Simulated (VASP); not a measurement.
Set up this calculation in VASP 6.6.1, as the native input.

| Property | Result |
| --- | --- |
| Task | single point |
| Functional | PBE |
| Potentials or basis | VASP PAW PBE potentials, release 64 (Rb_sv, Ti_sv) |
| Cutoff | 520 eV |
| k mesh | 3 × 3 × 4 |
| Occupations | gaussian, width 0.1 eV |
| Spin | no spin polarisation |
| Dipole correction | no |
| Further INCAR settings | ALGO = Fast; EDIFF = 1e-06; NBANDS = 22 |

The structure of Rb2Ti lies in POSCAR:

```
Rb2Ti
1.0
    7.0922966400      0.0000000000      0.0000000000
   -3.5461483200      6.1421090600      0.0000000000
    0.0000000000      0.0000000000      4.3431269700
Rb Ti
2 1
Direct
    0.6666666700      0.3333333300      0.6666666700
    0.3333333300      0.6666666700      0.3333333300
    0.0000000000      0.0000000000      0.0000000000
```

The input as run:

INCAR

```
SYSTEM = Rb2Ti
PREC = Accurate ; ENCUT = 520
EDIFF = 1E-6 ; ISMEAR = 0
SIGMA = 0.1 ; LREAL = .False.
LASPH = .True. ; NELM = 80
ALGO = Fast ; ISIF = 2
LWAVE = .False. ; LCHARG = .False.
GGA = PE ; NBANDS = 22
```

KPOINTS

```
Automatic mesh
0
Gamma
  3 3 4
  0 0 0
```

Potentials or basis: VASP PAW PBE potentials, release 64 (Rb_sv, Ti_sv).

Run with:

```sh
$ cat potpaw_PBE.64/Rb_sv/POTCAR potpaw_PBE.64/Ti_sv/POTCAR > POTCAR
$ mpirun -np 1 vasp_std > vasp.out
```

It gave:

| Item | Value |
| --- | --- |
| Pressure | -1.3 GPa |
| Largest force | 0.013 eV/Å |
| Band gap on the k mesh | zero (bands 15 and 16 overlap by 0.13 eV) |

Caveat: the k points lie up to 0.36 Å⁻¹ apart.

Run time: 2.8 min on 1 thread of Intel(R) Xeon(R) Platinum 8259CL CPU @ 2.50GHz (Skylake/Cascade Lake), with other jobs on the host, peak memory 0.3 GiB.
